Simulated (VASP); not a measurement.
# ZnSe (F-43m) in VASP: further runs

ZnSe is run at these levels: PBEsol; tasks: vibrations by perturbation theory.

All numbers are computed with VASP 6.6.1; they aren't measurements. Logs are shortened: lines on timing, memory, paths and dates and some standing lists are left out, and cuts for length are marked.

## 1. The cell of the first run

Symmetry: F-43m, No. 216, cubic system. The conventional cell has a = 5.579 Å, b = 5.579 Å, c = 5.579 Å, α = 90.00°, β = 90.00°, γ = 90.00°. Zn (site symmetry -43m) has 4 Se at 2.42 Å within 3.2 Å. Se (site symmetry -43m) has 4 Zn at 2.42 Å within 3.2 Å.

## 2. Vibrations by perturbation theory, PBEsol

Input file INCAR:

```
SYSTEM = ZnSe
PREC     = Accurate       ! precision mode
ENCUT    = 520            ! plane-wave cutoff, eV
EDIFF    = 1E-8           ! SCF threshold, eV
ISMEAR   = 0              ! smearing method
SIGMA    = 0.01           ! smearing width, eV
LREAL    = .False.        ! projectors in reciprocal space
LASPH    = .True.         ! aspherical terms in the spheres
NELM     = 60             ! most SCF steps
ALGO     = Normal         ! electronic algorithm
ISIF     = 2              ! what is computed and relaxed
LWAVE    = .False.        ! write WAVECAR
LCHARG   = .False.        ! write CHGCAR
GGA      = PS             ! functional
IBRION   = 8              ! ionic algorithm
NSW      = 1              ! ionic steps
```

Input file KPOINTS:

```
Automatic mesh
0
Gamma
  8 8 8
  0 0 0
```

Input file POSCAR:

```
ZnSe
1.0
    2.7896088731      2.7896088731      0.0000000000
   -2.7896088731      2.7896088731      0.0000000000
    0.0000000000      2.7896088731      2.7896088731
Zn Se
1 1
Direct
    0.0000000000      0.0000000000      0.0000000000
    0.7500000000      0.2500000000      0.5000000000
```

Potentials or basis: VASP PAW PBE potentials, release 64 (Zn, Se).

Launch:

```
$ cat potpaw_PBE.64/Zn/POTCAR potpaw_PBE.64/Se/POTCAR > POTCAR
$ mpirun -np 1 vasp_std > vasp.out
```

OUTCAR:

```text
SYSTEM = ZnSe
   PREC = Accurate
   ENCUT = 520
   EDIFF = 1E-8
   ISMEAR = 0
   LREAL = .False.
   LASPH = .True.
   NELM = 60
   ISIF = 2
   GGA = PS
   IBRION = 8
   NSW = 1

 ion  position               nearest neighbor table
   1  0.000  0.000  0.000-   2 2.42   2 2.42   2 2.42   2 2.42
   2  0.750  0.250  0.500-   1 2.42   1 2.42   1 2.42   1 2.42

  LATTYP: Found a face centered cubic cell.
 ALAT       =     5.5792177462

  Lattice vectors:

 A1 = (   0.0000000000,   2.7896088731,   2.7896088731)
 A2 = (   2.7896088731,   0.0000000000,   2.7896088731)
 A3 = (   2.7896088731,   2.7896088731,   0.0000000000)

Analysis of symmetry for initial positions (statically):
=====================================================================
 Subroutine PRICEL returns:
 Original cell was already a primitive cell.

 Routine SETGRP: Setting up the symmetry group for a
 face centered cubic supercell.

 Subroutine GETGRP returns: Found 24 space group operations
 (whereof 24 operations were pure point group operations)
 out of a pool of 48 trial point group operations.

The static configuration has the point symmetry T_d .

Analysis of symmetry for dynamics (positions and initial velocities):
=====================================================================
 Subroutine PRICEL returns:
 Original cell was already a primitive cell.

 Routine SETGRP: Setting up the symmetry group for a
 face centered cubic supercell.

 Subroutine GETGRP returns: Found 24 space group operations
 (whereof 24 operations were pure point group operations)
 out of a pool of 48 trial point group operations.

The dynamic configuration has the point symmetry T_d .

 Subroutine INISYM returns: Found 24 space group operations
 (whereof 24 operations are pure point group operations),
 and found     1 'primitive' translations

----------------------------------------------------------------------------------------

                                     Primitive cell

  volume of cell :      43.4170

  direct lattice vectors                    reciprocal lattice vectors
     2.789608873  2.789608873  0.000000000     0.179236597  0.179236597 -0.179236597
    -2.789608873  2.789608873  0.000000000    -0.179236597  0.179236597 -0.179236597
     0.000000000  2.789608873  2.789608873     0.000000000  0.000000000  0.358473193

  length of vectors
     3.945102702  3.945102702  3.945102702     0.310446892  0.310446892  0.358473193

  position of ions in fractional coordinates (direct lattice)
     0.000000000  0.000000000  0.000000000
     0.750000000  0.250000000  0.500000000

  ion indices of the primitive-cell ions
   primitive index   ion index
                 1           1
                 2           2

----------------------------------------------------------------------------------------

 KPOINTS: Automatic mesh

Automatic generation of k-mesh.
 Grid dimensions read from file:
 generate k-points for:    8    8    8

 Generating k-lattice:

  Cartesian coordinates                     Fractional coordinates (reciprocal lattice)
     0.022404575  0.022404575 -0.022404575     0.125000000  0.000000000  0.000000000
    -0.022404575  0.022404575 -0.022404575     0.000000000  0.125000000  0.000000000
     0.000000000  0.000000000  0.044809149     0.000000000  0.000000000  0.125000000

  Length of vectors
     0.038805861  0.038805861  0.044809149

  Shift w.r.t. Gamma in fractional coordinates (k-lattice)
     0.000000000  0.000000000  0.000000000
[... 78 lines left out ...]
   AEXX    =    0.0000 exact exchange contribution
   IVDW    =     0    specifies the selected vdW correction
   LEPSILON=     F    determine dielectric tensor
   LRPA    =     F    only Hartree local field effects (RPA)
 non-spin polarized calculation
 Gauss-broadening in eV      SIGMA  =   0.01
  energy-cutoff  :      520.00
  volume of cell :       43.42
 maximum number of plane-waves:      1211
 NGX is ok and might be reduce to    30
   NGX = 15   NGY = 15   NGZ = 15

--------------------------------------- Ionic step        1  -------------------------------------------

 number of electron      17.9999984 magnetization

 Free energy of the ion-electron system (eV)
  ---------------------------------------------------
  ext. energy  EPLUGINS =         0.00000000
  ---------------------------------------------------
  free energy    TOTEN  =        -6.76295815 eV

  energy without entropy =       -6.76295815  energy(sigma->0) =       -6.76295815

 E-fermi :   1.9791     XC(G=0):  -9.7423

 val. band max:        1.9039516699   @ k =   0.0000   0.0000   0.0000
 cond. band min:       3.2648264210   @ k =   0.0000   0.0000   0.0000
 fundamental gap:      1.3608747512
 Fermi energy:         1.9791089457

 k-point     1 :       0.0000    0.0000    0.0000
  band No.  band energies     occupation
      1     -11.6982      2.00000
      2      -4.8385      2.00000
      3      -4.8385      2.00000
      4      -4.8385      2.00000
      5      -4.4226      2.00000
      6      -4.4226      2.00000
      7       1.9039      2.00000
      8       1.9040      2.00000
      9       1.9040      2.00000
     10       3.2648      0.00000
     11       7.6160      0.00000
     12       7.6160      0.00000
     13       7.6160      0.00000
[... 354 lines left out ...]
  band No.  band energies     occupation
      1     -10.6689      2.00000
      2      -4.7297      2.00000
      3      -4.6831      2.00000
      4      -4.4652      2.00000
      5      -4.4159      2.00000
      6      -4.1908      2.00000
      7      -3.3100      2.00000
      8      -0.7073      2.00000
      9       0.2982      2.00000
     10       6.1964      0.00000
     11       7.2875      0.00000
     12       9.3628      0.00000
     13      10.6159      0.00000

 [... further k-points ...]
[... 5 lines left out ...]
  --------------------------------------------------------------------------------------
  -------------------------------------------------------------------------------------
  Total        0.6305905      0.6305905      0.6305905      0.0000000      0.0000000      0.0000000
  in kB       23.2700915     23.2700915     23.2700915      0.0000000      0.0000000      0.0000000
  external PRESSURE =      23.2700915 kB  Pullay stress =       0.0000000 kB

 VOLUME and BASIS-vectors are now :
 -----------------------------------------------------------------------------
  energy-cutoff  :      520.00
  volume of cell :       43.42
      direct lattice vectors                 reciprocal lattice vectors
     2.789608873  2.789608873  0.000000000     0.179236597  0.179236597 -0.179236597
    -2.789608873  2.789608873  0.000000000    -0.179236597  0.179236597 -0.179236597
     0.000000000  2.789608873  2.789608873     0.000000000  0.000000000  0.358473193

 POSITION                                       TOTAL-FORCE (eV/Angst)
 -----------------------------------------------------------------------------------
      0.00000      0.00000      0.00000         0.000000     -0.000000     -0.000000
      1.39480      4.18441      1.39480        -0.000000      0.000000      0.000000
 -----------------------------------------------------------------------------------
    total drift:                               -0.000001      0.000000     -0.000000

  FREE ENERGIE OF THE ION-ELECTRON SYSTEM (eV)
  ---------------------------------------------------
  free  energy   TOTEN  =        -6.7629581536 eV

  energy  without entropy=       -6.7629581536  energy(sigma->0) =       -6.76295815

[... ionic steps 2 to 3 ...]

--------------------------------------- Ionic step        4  -------------------------------------------

------------------------ aborting loop because EDIFF is reached ----------------------------------------

[... ionic steps 5 to 6 ...]

--------------------------------------- Ionic step        7  -------------------------------------------

 Free energy of the ion-electron system (eV)
  ---------------------------------------------------
  ---------------------------------------------------
  free energy    TOTEN  =        -0.08209194 eV

  energy without entropy =       -0.08209194

------------------------ aborting loop because EDIFF is reached ----------------------------------------

 INTERNAL STRAIN TENSOR  FOR ION    2  DIRECTION 1   (eV/Angst):
 -----------------------------------------------------------------------------
     0.02042  0.00000  0.00000
     0.00000 -0.03131  6.75027
     0.00000  6.75027 -0.03131

 INTERNAL STRAIN TENSOR FOR ION    2 for displacements in x,y,z  (eV/Angst):
          X           Y           Z          XY          YZ          ZX
  --------------------------------------------------------------------------------
  x    -0.00000     0.00000     0.00000     0.00000     6.75027     0.00000
  y     0.00000     0.00000     0.00000     0.00000     0.00000     6.75027
  z     0.00000     0.00000    -0.00000     6.75027     0.00000     0.00000

 SECOND DERIVATIVES (NOT SYMMETRIZED)
 ------------------------------------
               1X          1Y          1Z          2X          2Y          2Z
  1X    -6.347242   -0.000000    0.000000    6.347242    0.000000   -0.000000
  1Y     0.000000   -6.347242   -0.000000   -0.000000    6.347242    0.000000
  1Z     0.000000   -0.000000   -6.347242   -0.000000    0.000000    6.347242
  2X     6.423719   -0.000000    0.000000   -6.423719    0.000000   -0.000000
  2Y     0.000000    6.423719   -0.000000   -0.000000   -6.423719    0.000000
  2Z     0.000000   -0.000000    6.423719   -0.000000    0.000000   -6.423719

 Eigenvectors and eigenvalues of the dynamical matrix
 ----------------------------------------------------

   1 f  =    6.603533 THz    41.491218 2PiTHz  220.270134 cm-1    27.310004 meV
             X         Y         Z           dx          dy          dz
      0.000000  0.000000  0.000000    -0.000000    0.737586    0.000000
      1.394804  4.184413  1.394804    -0.000000   -0.675253    0.000000
[... 21 lines left out ...]
   6 f/i=    0.019695 THz     0.123750 2PiTHz    0.656967 cm-1     0.081454 meV
             X         Y         Z           dx          dy          dz
      0.000000  0.000000  0.000000    -0.675253   -0.000000   -0.000000
      1.394804  4.184413  1.394804    -0.737586   -0.000000    0.000000

--------------------------------------------------------------------------------------------------------

 ELASTIC MODULI CONTR FROM IONIC RELAXATION (kBar)
 Direction    XX          YY          ZZ          XY          YZ          ZX
 --------------------------------------------------------------------------------
 XX          -0.0000      0.0000      0.0000     -0.0000      0.0000     -0.0000
 YY           0.0000     -0.0000     -0.0000     -0.0000     -0.0000     -0.0000
 ZZ           0.0000     -0.0000     -0.0000      0.0000     -0.0000     -0.0000
 XY          -0.0000     -0.0000      0.0000   -263.5561      0.0000     -0.0000
 YZ           0.0000     -0.0000     -0.0000      0.0000   -263.5561     -0.0000
 ZX          -0.0000     -0.0000     -0.0000     -0.0000     -0.0000   -263.5561
 --------------------------------------------------------------------------------
```

It took 2.1 min on 1 thread of Intel Xeon Platinum 8488C (Sapphire Rapids), shared host; peak memory 0.29 GiB.

What came out:

```
Highest phonon frequency at Γ, LO-TO splitting left out : 220 cm⁻¹
```

Phonon frequencies in cm⁻¹ (negative: imaginary):
```
              q point           frequencies
(0.000, 0.000, 0.000)  -1 -1 -1 220 220 220
```

Caveat: the cell wasn't relaxed at this level first, which shifts response properties; the PAW data sets were made with another functional, which shifts forces and pressure a little.

[end of part 1 of 2]
